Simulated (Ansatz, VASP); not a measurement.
**One calculation of NiO, two programs**

Contents of INCAR:

```
SYSTEM = NiO
PREC = Accurate
ENCUT = 700
EDIFF = 1E-6
ISMEAR = 0
SIGMA = 0.05
LREAL = .False.
LASPH = .True.
NELM = 200
ALGO = Normal
ISIF = 2
LWAVE = .False.
LCHARG = .False.
ISPIN = 2
MAGMOM = 1.9 0
LORBIT = 11
LMAXMIX = 4
LDAU = .True.
LDAUTYPE = 2
LDAUL = 2 -1
LDAUU = 7.2 0
LDAUJ = 0 0
LDAUPRINT = 1
GGA = PS
NBANDS = 23
GGA_COMPAT = .False.
```

The input KPOINTS:

```
Automatic mesh
0
Gamma
  10 10 10
  0 0 0
```

POSCAR

```
NiO
1.0
    0.0000000000      2.0913095126      2.0913095126
    2.0913095126      0.0000000000      2.0913095126
    2.0913095126      2.0913095126      0.0000000000
Ni O
1 1
Direct
    0.0000000000      0.0000000000      0.0000000000
    0.5000000000      0.5000000000      0.5000000000
```

Input for Ansatz:

```yaml
crystal:
  lattice:
    - [0.0, 2.0913095126, 2.0913095126]
    - [2.0913095126, 0.0, 2.0913095126]
    - [2.0913095126, 2.0913095126, 0.0]
  atoms:
    - { symbol: Ni, position: [0.0, 0.0, 0.0], spin: 1.9 }
    - { symbol: O, position: [0.5, 0.5, 0.5] }
basis:
  ecutwfc: 420
  ecutrho_ratio: 4
kpoints:
  mp_grid: { grid: [10, 10, 10] }
  band_path:
    path:
      - [[0.0, 0.0, 0.0], [0.5, 0.0, 0.5], [0.625, 0.25, 0.625]]
      - [[0.375, 0.375, 0.75], [0.0, 0.0, 0.0], [0.5, 0.5, 0.5], [0.5, 0.25, 0.75], [0.5, 0.0, 0.5]]
    npoints: 6
hamiltonian:
  xc: pbesol
  hubbard: { sites: [{ species: Ni, l: d, u_eff: 7.2 }] }
scf:
  occupations: { method: gaussian, width: 0.05 }
  lower_state_search: "off"
output:
  forces: true
  stress: true
  eigenvalues: true
  populations: true
  hubbard: { sites: [{ species: Ni, l: d }] }
  eigenstates:
    nscf_kmesh: { grid: [10, 10, 10] }
    top_band: c28
    exchange_couplings: { magnetic: [{ site: 0 }] }
    magnetocrystalline_anisotropy: {}
magnetization:
  spin_polarized: true
checkpoint:
  read: start.run
  write: ck
  compress: false
  write_wavefunctions: false
  write_every: 100000
```

Alike in both runs: task single point; functional PBEsol; k mesh 10 × 10 × 10; occupations gaussian, width 0.05 eV; collinear spin; Hubbard terms Ni d U = 7.2 eV.

|  | VASP | Ansatz |
| --- | --- | --- |
| version | VASP 6.6.1 | Ansatz 0.2.0 |
| potentials or method | VASP PAW PBE potentials, release 64 (Ni_sv_GW, O), cutoff 700 eV | scalar-relativistic, plane waves, PAW |
| valence electrons in the cell | 24 | 24 |

```tsv
	VASP	Ansatz	Ansatz less VASP
gap on the k mesh at the Fermi level (eV)	2.32	2.23	-0.085
least direct gap on the mesh (eV)	3.64	3.08	-0.563
pressure (GPa)	0.4	3.6	+3.16
net moment per atom (μB)	1.00	1.00	0.000
size of the moment on the site where the two differ most (μB)	1.80	1.73	-0.071
```

VASP's potentials were made for PBE, not for PBEsol. Site moments also hang on the region over which each program counts them. The programs project onto different local orbitals, so the same U acts differently, and such runs can settle in different states. Ansatz's warnings: anisotropy in doubt, stability check not made.
